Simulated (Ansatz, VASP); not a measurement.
# One calculation of AlAs, two programs

File POSCAR:

```
AlAs
1.0
    0.0000000000      2.8304000000      2.8304000000
    2.8304000000      0.0000000000      2.8304000000
    2.8304000000      2.8304000000      0.0000000000
Al As
1 1
Direct
    0.0000000000      0.0000000000      0.0000000000
    0.2500000000      0.2500000000      0.2500000000
```

File INCAR.step1:

```
SYSTEM = AlAs
ALGO = Normal ; EDIFF = 1E-5
ENCUT = 400 ; GGA = PE
GGA_COMPAT = .FALSE. ; ISIF = 2
ISMEAR = 0 ; LASPH = .TRUE.
LCHARG = .FALSE. ; LREAL = .FALSE.
LWAVE = .TRUE. ; NBANDS = 11
NELM = 120 ; PREC = Accurate
SIGMA = 0.01
```

Contents of INCAR.step2:

```
SYSTEM = AlAs
AEXX = 0.1 ; ALGO = Normal
EDIFF = 1E-6 ; ENCUT = 400
GGA = PE ; GGA_COMPAT = .FALSE.
HFSCREEN = 0.20786987370883472 ; ISIF = 2
ISMEAR = 0 ; ISTART = 1
LASPH = .TRUE. ; LCHARG = .FALSE.
LHFCALC = .TRUE. ; LREAL = .FALSE.
LWAVE = .FALSE. ; NBANDS = 11
NELM = 120 ; PREC = Accurate
PRECFOCK = Normal ; SIGMA = 0.01
```

KPOINTS

```
k-points
0
G
  3 3 3
  0 0 0
```

Input for Ansatz:

```yaml
crystal:
  lattice:
    - [0.0, 2.8304, 2.8304]
    - [2.8304, 0.0, 2.8304]
    - [2.8304, 2.8304, 0.0]
  atoms:
    - { symbol: Al, position: [0.0, 0.0, 0.0] }
    - { symbol: As, position: [0.25, 0.25, 0.25] }
accuracy: low
basis:
  ecutwfc: 653.073269903712
  xc_grid: 3
kpoints:
  mp_grid:
    grid: [3, 3, 3]
hamiltonian:
  xc:
    exchange: pbe
    correlation: pbe
    exx:
      coeff: 0.1
      omega: 0.20786987370883472
scf:
  convergence:
    dr2_threshold: 1.0e-08
  mixing:
    algorithm: anderson
    preconditioner: kerker
  occupations:
    method: fixed
  eigensolver:
    kind: davidson
    full_accuracy: true
output:
  eigenvalues: true
```

Alike in both runs: task single point; functional PBE-based screened hybrid with a share of 0.1 of exact exchange and HFSCREEN = 0.20786987370883472; k mesh 3 × 3 × 3; no spin polarisation.

|  | VASP | Ansatz |
| --- | --- | --- |
| version | VASP 6.6.1 | Ansatz 0.2.0 |
| potentials or method | VASP PAW PBE potentials, release 64 (Al, As), cutoff 400 eV | plane waves, PAW |
| occupations | gaussian, width 0.01 eV | fixed |
| valence electrons in the cell | 8 | 18 |

|  | VASP | Ansatz | Ansatz less VASP |
| --- | --- | --- | --- |
| gap on the k mesh at the Fermi level (eV) | 2.24 | 2.24 | +0.004 |

VASP's potentials were made for PBE, not for PBE-based screened hybrid. VASP's potentials hold 8 valence electrons a cell and Ansatz's 18, so a difference there can come from the potentials and not from the codes.

The k mesh is coarse, so the values compare programs but aren't converged.
